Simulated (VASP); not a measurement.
Runs of VASP 6.6.1 on VH. It takes space group Fm-3m (No. 225, cubic). Conventional cell: a = 3.928 Å, b = 3.928 Å, c = 3.928 Å, α = 90.00°, β = 90.00°, γ = 90.00°. Within 2.6 Å of V (site symmetry m-3m) lie 6 H at 1.96 Å. H (site symmetry m-3m) has 6 V at 1.96 Å within 2.6 Å. 

```tsv
spin	fixed moment (μB)	pressure (GPa)	moment (μB)
collinear, zero start	0.0	(b)	0.00
collinear, ferromagnetic start	0.4	(a)	0.40
collinear, ferromagnetic start	1.1	-5.0	1.10
collinear, ferromagnetic start	1.4	-2.5	1.40
collinear, ferromagnetic start	0.7	-7.7	0.70
```

Alike in all rows: task single point; level LDA; potentials or basis VASP PAW LDA potentials, release 64 (V_sv, H); cell as given; k mesh 14 × 14 × 14; cutoff (eV) 500; smearing gaussian 0.1 eV.

Fill in the values left out.

(a) -8.7; (b) -9.3.

Caveats: the cell stands under tension (at least some runs); the total moment is fixed, so each spin has its own Fermi level and the state may be an excited one (at least some runs); the total moment is fixed, so each spin has its own Fermi level (at least some runs).
